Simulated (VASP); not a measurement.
# Al (I4/mmm) in VASP: a series of runs

The runs below take Al through single point, with PBEsol.

Everything below comes from runs of VASP 6.6.1. Logs are shortened: lines on timing, memory, paths and dates and some standing lists are left out, and cuts for length are marked.

## 1. The cell of the first run

The structure is tetragonal, space group I4/mmm (No. 139). The conventional cell has a = 2.813 Å, b = 2.813 Å, c = 4.136 Å, α = 90.00°, β = 90.00°, γ = 90.00°. Al (site symmetry 4/mmm) has 12 Al at 2.81 to 2.87 Å within 3.7 Å.

## 2. Single point, PBEsol (uniaxial strain along c: +3.0 %, then relaxed in part)

INCAR

```
PREC     = Accurate       # precision mode
ENCUT    = 520            # plane-wave cutoff, eV
EDIFF    = 1E-7           # SCF threshold, eV
ISMEAR   = 0              # smearing method
SIGMA    = 0.1            # smearing width, eV
LREAL    = F              # projectors in reciprocal space
LASPH    = T              # aspherical terms in the spheres
NELM     = 60             # most SCF steps
ALGO     = Normal         # electronic algorithm
ISIF     = 2              # what is computed and relaxed
LWAVE    = F              # write WAVECAR
LCHARG   = T              # write CHGCAR
GGA      = PS             # functional
LELF     = T              # ELF
LVHAR    = T            
NBANDS   = 10             # bands
```

KPOINTS

```
regular mesh
0
Gamma
  18 18 14
```

POSCAR

```
Al
1.0
    1.9889611316      1.9889611316      0.0000000000
   -1.9889611316      1.9889611316      0.0000000000
    0.0000000000      0.0000000000      4.1358543782
Al
2
Direct
    0.0000000000      0.0000000000      0.0000000000
    0.5000000000      0.5000000000      0.5000000000
```

Potentials or basis: VASP PAW PBE potentials, release 64 (Al).

Run with:

```bash
cat potpaw_PBE.64/Al/POTCAR > POTCAR
mpirun -np 1 vasp_std > vasp.out
```

OUTCAR:

```text
PREC = Accurate
   ENCUT = 520
   EDIFF = 1E-7
   ISMEAR = 0
   LREAL = F
   LASPH = T
   NELM = 60
   ISIF = 2
   GGA = PS

 ion  position               nearest neighbor table
   1  0.000  0.000  0.000-   2 2.87   2 2.87   2 2.87   2 2.87   2 2.87   2 2.87   2 2.87   2 2.87

   2  0.500  0.500  0.500-   1 2.87   1 2.87   1 2.87   1 2.87   1 2.87   1 2.87   1 2.87   1 2.87

  LATTYP: Found a simple tetragonal cell.
 ALAT       =     2.8128158073
 C/A-ratio  =     1.4703608986

  Lattice vectors:

 A1 = (   1.9889611316,   1.9889611316,   0.0000000000)
 A2 = (  -1.9889611316,   1.9889611316,   0.0000000000)
 A3 = (   0.0000000000,   0.0000000000,   4.1358543782)

Analysis of symmetry for initial positions (statically):
=====================================================================
 Subroutine PRICEL returns following result:

  LATTYP: Found a body centered tetragonal cell.
 ALAT       =     2.8128158073
 C/A-ratio  =     1.4703608986

  Lattice vectors:

 A1 = (   1.9889611316,   0.0000000000,  -2.0679271891)
 A2 = (  -1.9889611316,   0.0000000000,  -2.0679271891)
 A3 = (   0.0000000000,   1.9889611316,   2.0679271891)

   2 primitive cells build up your supercell.

 Routine SETGRP: Setting up the symmetry group for a
 simple tetragonal supercell.

 Subroutine GETGRP returns: Found 16 space group operations
 (whereof 16 operations were pure point group operations)
 out of a pool of 16 trial point group operations.

The static configuration has the point symmetry D_4h.

Analysis of symmetry for dynamics (positions and initial velocities):
=====================================================================
 Subroutine PRICEL returns following result:

  LATTYP: Found a body centered tetragonal cell.
 ALAT       =     2.8128158073
 C/A-ratio  =     1.4703608986

  Lattice vectors:

 A1 = (   1.9889611316,   0.0000000000,  -2.0679271891)
 A2 = (  -1.9889611316,   0.0000000000,  -2.0679271891)
 A3 = (   0.0000000000,   1.9889611316,   2.0679271891)

   2 primitive cells build up your supercell.

 Routine SETGRP: Setting up the symmetry group for a
 simple tetragonal supercell.

 Subroutine GETGRP returns: Found 16 space group operations
 (whereof 16 operations were pure point group operations)
 out of a pool of 16 trial point group operations.

The dynamic configuration has the point symmetry D_4h.

 Subroutine INISYM returns: Found 16 space group operations
 (whereof 16 operations are pure point group operations),
 and found     2 'primitive' translations

----------------------------------------------------------------------------------------

                                     Primitive cell

  volume of cell :      16.3613

  direct lattice vectors                    reciprocal lattice vectors
     1.988961132  0.000000000 -2.067927189     0.251387517  0.251387517 -0.241788010
    -1.988961132  0.000000000 -2.067927189    -0.251387517  0.251387517 -0.241788010
     0.000000000  1.988961132  2.067927189     0.000000000  0.502775034  0.000000000

  length of vectors
     2.869196620  2.869196620  2.869196620     0.429945123  0.429945123  0.502775034

  position of ions in fractional coordinates (direct lattice)
     0.000000000  0.000000000  0.000000000

  ion indices of the primitive-cell ions
   primitive index   ion index
                 1           1

----------------------------------------------------------------------------------------

 KPOINTS: regular mesh

Automatic generation of k-mesh.
 Grid dimensions read from file:
 generate k-points for:   18   18   14

 Generating k-lattice:

  Cartesian coordinates                     Fractional coordinates (reciprocal lattice)
     0.013965973  0.013965973  0.000000000     0.055555556  0.000000000  0.000000000
    -0.013965973  0.013965973  0.000000000     0.000000000  0.055555556  0.000000000
     0.000000000  0.000000000  0.017270572     0.000000000  0.000000000  0.071428571

  Length of vectors
     0.019750869  0.019750869  0.017270572

  Shift w.r.t. Gamma in fractional coordinates (k-lattice)
     0.000000000  0.000000000  0.000000000

 Subroutine IBZKPT returns following result:
 ===========================================

 Found    440 irreducible k-points:

 Following reciprocal coordinates:
            Coordinates               Weight
  0.000000  0.000000  0.000000      1.000000
  0.055556  0.000000  0.000000      4.000000
  0.111111  0.000000  0.000000      4.000000
  0.166667  0.000000  0.000000      4.000000
  0.222222  0.000000  0.000000      4.000000
  0.277778  0.000000  0.000000      4.000000
[... 16 lines left out ...]
  0.277778  0.111111  0.000000      8.000000
  0.333333  0.111111  0.000000      8.000000
 [... further k-points ...]
   k-points           NKPTS =    440   k-points in BZ     NKDIM =    440   number of bands    NBANDS=     10
   number of dos      NEDOS =    301   number of ions     NIONS =      2
   total plane-waves  NPLWV =  18432
   dimension x,y,z NGX =    24 NGY =   24 NGZ =   32
   dimension x,y,z NGXF=    48 NGYF=   48 NGZF=   64
   ions per type =               2
   NGX,Y,Z   is equivalent  to a cutoff of  14.18, 14.18, 12.86 a.u.
   NGXF,Y,Z  is equivalent  to a cutoff of  28.37, 28.37, 25.73 a.u.
 SYSTEM =  unknown system
   PREC   = accura    normal or accurate (medium, high low for compatibility)
   ISTART =      0    job   : 0-new  1-cont  2-samecut
   ICHARG =      2    charge: 1-file 2-atom 10-const
   ISPIN  =      1    spin polarized calculation?
   LNONCOLLINEAR =      F non collinear calculations
   LSORBIT =      F    spin-orbit coupling
   LASPH  =      T    aspherical Exc in radial PAW
   ENCUT  =  520.0 eV  38.22 Ry    6.18 a.u.   5.23  5.23  7.69*2*pi/ulx,y,z
   NELM   =     60;   NELMIN=  2; NELMDL= -5     # of ELM steps
   EDIFF  = 0.1E-06   stopping-criterion for ELM
   LREAL  =      F    real-space projection
   EDIFFG = 0.1E-05   stopping-criterion for IOM
   NSW    =      0    number of steps for IOM
   IBRION =     -1    ionic relax: 0-MD 1-quasi-New 2-CG
   NFREE  =      0    steps in history (QN), initial steepest desc. (CG)
   ISIF   =      2    stress and relaxation
   ISYM   =      2    0-nonsym 1-usesym 2-fastsym
   POTIM  = 0.5000    time-step for ionic-motion
   TEBEG  =    0.0;   TEEND  =   0.0 temperature during run
   PSTRESS=    0.0 pullay stress
   NELECT =       6.0000    total number of electrons
   NUPDOWN=      -1.0000    fix difference up-down
   EMIN   =  10.00;   EMAX   =-10.00  energy-range for DOS
   EFERMI =   0.00;   METHOD = LEGACY
   ISMEAR =     0;   SIGMA  =   0.10  broadening in eV -4-tet -1-fermi 0-gaus
   EFERMI_NEDOS =   21; number of points for ismear=-14 and -15
   IALGO  =     38    algorithm
   IMIX   =      4    mixing-type and parameters
     AMIX     =   0.40;   BMIX     =  1.00
     AMIX_MAG =   1.60;   BMIX_MAG =  1.00
  volume/ion in A,a.u.               =      16.36       110.41
  Fermi-wavevector in a.u.,A,eV,Ry     =   0.930056  1.757552 11.769107  0.865005
  Thomas-Fermi vector in A             =   2.056405
   LORBIT       =      0    0 simple, 1 ext, 2 COOP (PROOUT), +10 PAW based schemes
   GGA     = PS    functional components
   LHFCALC =     F    Hartree Fock is set to
   AEXX    =    0.0000 exact exchange contribution
   IVDW    =     0    specifies the selected vdW correction
   LEPSILON=     F    determine dielectric tensor
   LRPA    =     F    only Hartree local field effects (RPA)
 non-spin polarized calculation
 Gauss-broadening in eV      SIGMA  =   0.10
  energy-cutoff  :      520.00
  volume of cell :       32.72
 maximum number of plane-waves:       900
 NGX is ok and might be reduce to    24
   NGX = 11   NGY = 11   NGZ = 15

 number of electron       6.0000000 magnetization

 Free energy of the ion-electron system (eV)
  ---------------------------------------------------
  ext. energy  EPLUGINS =         0.00000000
  ---------------------------------------------------
  free energy    TOTEN  =        -8.17799452 eV

  energy without entropy =       -8.17373420  energy(sigma->0) =       -8.17586436

 E-fermi :   8.0451     XC(G=0): -10.2877

 val. band max:        8.0393883754   @ k =   0.4444   0.1667   0.2143
 cond. band min:       8.0461121056   @ k =   0.3889   0.1111   0.2857
 fundamental gap:      0.0067237302
 Fermi energy:         8.0451200774

 k-point     1 :       0.0000    0.0000    0.0000
  band No.  band energies     occupation
      1      -3.1502      2.00000
      2       4.7366      2.00000
      3       5.8991      2.00000
      4      13.5962      0.00000
      5      14.1506      0.00000
      6      14.1506      0.00000
      7      17.6571      0.00000
      8      20.4111      0.00000
      9      20.8424      0.00000
     10      20.8424      0.00000

 k-point     2 :       0.0556    0.0000    0.0000
  band No.  band energies     occupation
      1      -3.0925      2.00000
      2       4.7895      2.00000
      3       5.9551      2.00000
      4      12.3947      0.00000
      5      14.1996      0.00000
      6      14.9539      0.00000
      7      18.1971      0.00000
      8      19.7853      0.00000
      9      19.8343      0.00000
     10      20.8984      0.00000

 k-point     3 :       0.1111    0.0000    0.0000
  band No.  band energies     occupation
      1      -2.9195      2.00000
      2       4.9484      2.00000
      3       6.1221      2.00000
      4      10.8334      0.00000
      5      14.3467      0.00000
      6      15.5412      0.00000
      7      18.2603      0.00000
      8      18.6381      0.00000
      9      19.5950      0.00000
     10      21.0663      0.00000
[... 248 lines left out ...]
 k-point    23 :       0.2778    0.1111    0.0000
  band No.  band energies     occupation
      1      -1.4861      2.00000
      2       6.2737      2.00000
      3       6.4162      2.00000
      4       7.6067      2.00000
      5      12.5592      0.00000
      6      13.9397      0.00000
      7      14.9460      0.00000
      8      19.6131      0.00000
      9      19.8717      0.00000
     10      20.1385      0.00000

 k-point    24 :       0.3333    0.1111    0.0000
  band No.  band energies     occupation
      1      -0.8601      2.00000
      2       5.1183      2.00000
      3       6.8578      2.00000
      4       8.1738      0.06887
      5      12.6102      0.00000
      6      13.1174      0.00000
      7      13.7742      0.00000
      8      18.6315      0.00000
      9      20.2020      0.00000
     10      20.7376      0.00000

 [... further k-points ...]

------------------------ aborting loop because EDIFF is reached ----------------------------------------

  FORCE on cell =-STRESS in cart. coord.  units (eV):
  Direction    XX          YY          ZZ          XY          YZ          ZX
  --------------------------------------------------------------------------------------
  -------------------------------------------------------------------------------------
  Total        0.0146407      0.0146407     -0.4957838      0.0000000      0.0000000     -0.0000000
  in kB        0.7168440      0.7168440    -24.2747676      0.0000000      0.0000000     -0.0000000
  external PRESSURE =      -7.6136932 kB  Pullay stress =       0.0000000 kB

 VOLUME and BASIS-vectors are now :
 -----------------------------------------------------------------------------
  energy-cutoff  :      520.00
  volume of cell :       32.72
      direct lattice vectors                 reciprocal lattice vectors
     1.988961132  1.988961132  0.000000000     0.251387517  0.251387517  0.000000000
    -1.988961132  1.988961132  0.000000000    -0.251387517  0.251387517  0.000000000
     0.000000000  0.000000000  4.135854378     0.000000000  0.000000000  0.241788010

 POSITION                                       TOTAL-FORCE (eV/Angst)
 -----------------------------------------------------------------------------------
      0.00000      0.00000      0.00000         0.000000     -0.000000      0.000000
      0.00000      1.98896      2.06793        -0.000000      0.000000      0.000000
 -----------------------------------------------------------------------------------
    total drift:                               -0.000000      0.000000     -0.000000

  FREE ENERGIE OF THE ION-ELECTRON SYSTEM (eV)
  ---------------------------------------------------
  free  energy   TOTEN  =        -8.1779945197 eV

  energy  without entropy=       -8.1737342022  energy(sigma->0) =       -8.17586436
```

It took 2 min on 1 thread of Intel Xeon 8259CL, shared host; peak memory 0.23 GiB.

What came out:

| Quantity | Value |
| --- | --- |
| Free energy | -8.1780 eV |
| Pressure | -0.8 GPa |
| Band gap on the k mesh | zero (bands 3 and 4 overlap by 11.72 eV) |

Stress tensor (GPa, compression positive):
```
 0.07  0.00  0.00
 0.00  0.07  0.00
 0.00  0.00 -2.43
```

Caveat: the cell differs from its parent crystal (uniaxial strain along c: +3.0 %, then relaxed in part); the PAW data sets were made with another functional, which shifts forces and pressure a little.

## 3. Single point, PBEsol (uniaxial strain along c: +3.0 %)

INCAR, as its differences from that of step 2:

```diff
@@ -2,3 +2,3 @@
 ENCUT    = 520            # plane-wave cutoff, eV
-EDIFF    = 1E-7           # SCF threshold, eV
+EDIFF    = 1E-6           # SCF threshold, eV
 ISMEAR   = 0              # smearing method
```

KPOINTS

```
Automatic mesh
0
Gamma
  18 18 14
```

POSCAR

```
Al
1.0
    1.9926385779      1.9926385779      0.0000000000
   -1.9926385779      1.9926385779      0.0000000000
    0.0000000000      0.0000000000      4.1358543782
Al
2
Direct
    0.0000000000      0.0000000000      0.0000000000
    0.5000000000      0.5000000000      0.5000000000
```

Potentials or basis: VASP PAW PBE potentials, release 64 (Al).

Run with:

```bash
cat potpaw_PBE.64/Al/POTCAR > POTCAR
mpirun -np 1 vasp_std > vasp.out
```

It took 94 s on 1 thread of Intel Xeon 8259CL, shared host; peak memory 0.24 GiB.

It converged, with:

- Free energy: -8.1779 eV
- Pressure: -1.1 GPa
- Band gap on the k mesh: zero (bands 3 and 4 overlap by 11.75 eV)

Stress tensor (GPa, compression positive):
```
-0.26  0.00  0.00
 0.00 -0.26  0.00
 0.00  0.00 -2.68
```

Levels at points of the mesh, in eV from the Fermi level:
```csv
k point,band 1,band 2,band 3,band 4,band 5,band 6,band 7,band 8
"(0.00, 0.00, 0.00)",-11.17,-3.28,-2.12,5.53,6.06,6.06,9.55,12.36
"(0.50, 0.00, 0.00)",-6.59,-6.59,1.00,1.00,2.35,2.35,10.04,10.04
"(0.50, 0.50, 0.00)",-2.76,-2.76,-1.36,-1.36,5.12,5.12,5.26,5.26
"(0.00, 0.00, 0.50)",-9.02,-9.02,7.36,7.36,7.64,7.64,7.89,7.89
"(0.50, 0.00, 0.50)",-4.62,-4.62,-4.38,-4.38,10.90,10.90,10.99,10.99
"(0.50, 0.50, 0.50)",-0.78,-0.78,-0.78,-0.78,0.28,0.28,1.29,1.29
```

Caveat: the cell differs from its parent crystal (uniaxial strain along c: +3.0 %); the PAW data sets were made with another functional, which shifts forces and pressure a little.

(Continued in part 2 of 2.)
